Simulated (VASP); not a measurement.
Input of a VASP 6.6.1 run:

File INCAR:

```
SYSTEM = Si
PREC = Accurate
ENCUT = 520
EDIFF = 1E-7
ISMEAR = -1
SIGMA = 0.1
LREAL = .FALSE.
LASPH = .TRUE.
NELM = 80
ALGO = Normal
ISIF = 2
LWAVE = .FALSE.
LCHARG = .FALSE.
GGA = RP
NBANDS = 8
```

File KPOINTS:

```
regular mesh
0
G
  16 16 16
  0 0 0
```

File POSCAR:

```
Si
1.0
   -1.5256734033      1.5256734033      1.5256734033
    1.5256734033     -1.5256734033      1.5256734033
    1.5256734033      1.5256734033     -1.5256734033
Si
1
Direct
    0.0000000000      0.0000000000      0.0000000000
```

Potentials or basis: VASP PAW PBE potentials, release 64 (Si).

The run is started by

```console
$ cat potpaw_PBE.64/Si/POTCAR > POTCAR
$ mpirun -np 1 vasp_std > vasp.out
```

Predict the band gap on the k mesh.

zero (band 2 reaches 22.25 eV, above the bottom of band 3 at 6.22 eV).

Estimate the pressure.

3.9 GPa.

Caveat: the PAW data sets were made with another functional, which shifts forces and pressure a little.
